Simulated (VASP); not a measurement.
# CdI2: electric field gradients with PBEsol

Crystal: CdI2.

```
Cd I
1.0
     4.25810    0.00000    0.00000
    -2.12905    3.68762    0.00000
     0.00000    0.00000    6.88179
Cd I
1 2
Direct
  0.00000 0.00000 0.00000
  0.33333 0.66667 0.24920
  0.66667 0.33333 0.75080
```

```json
{
 "Program": "VASP 6.6.1",
 "Task": "electric field gradients",
 "Functional": "PBEsol",
 "Potentials or basis": "VASP PAW PBE potentials, release 64 (Cd, I)",
 "Cutoff": "400 eV",
 "k mesh": "8 × 8 × 5",
 "Occupations": "fermi-dirac, width 0.03 eV",
 "Spin": "no spin polarisation",
 "Dipole correction": "no",
 "Further INCAR settings": "ALGO = Normal; EDIFF = 1e-08; NBANDS = 20"
}
```

* Pressure: -0.8 GPa
* Largest force: 0.123 eV/Å
* Band gap on the k mesh: 2.28 eV (least direct gap 2.46 eV)
* Largest electric field gradient by atom: Cd +1.8; I -55.9 V/Å²

Forces in eV/Å, atoms in the order of the input:
```
Cd   0.000  0.000  0.000
I    0.000  0.000 -0.123
I    0.000  0.000  0.123
```

Stress tensor (GPa, compression positive):
```
-0.84  0.00  0.00
 0.00 -0.84  0.00
 0.00  0.00 -0.67
```

Levels at points of the mesh, in eV from the valence-band top:
```tsv
k point	band 11	band 12	band 13	band 14	band 15	band 16
(0.00, 0.00, 0.00)	-0.17	-0.17	-0.14	2.32	4.31	6.23
(0.50, 0.00, 0.00)	-1.53	-0.72	-0.14	2.57	4.87	5.82
```

Electric field gradients, principal values (V/Å²):
| atom | least | middle | greatest (by size) |
| --- | --- | --- | --- |
| 1 Cd | -0.902 | -0.903 | 1.805 |
| 2 I | 27.933 | 27.933 | -55.867 |
| 3 I | 27.933 | 27.933 | -55.867 |

Wall time 89 s on 1 thread of Intel Xeon 8259CL, on a shared host, peak memory 0.21 GiB.

Caveat: without QUAD_EFG the Cq values of the log hold for a quadrupole moment of 1 mb, not for the nuclei; the PAW data sets were made with another functional, which shifts forces and pressure a little; spin-orbit coupling is left out, which moves the levels of the heavy elements; an odd mesh through Γ misses points on the zone boundary, where band edges can lie; this functional lacks dispersion, which binds the layers, so the pressure and a relaxed spacing across them are unreliable.
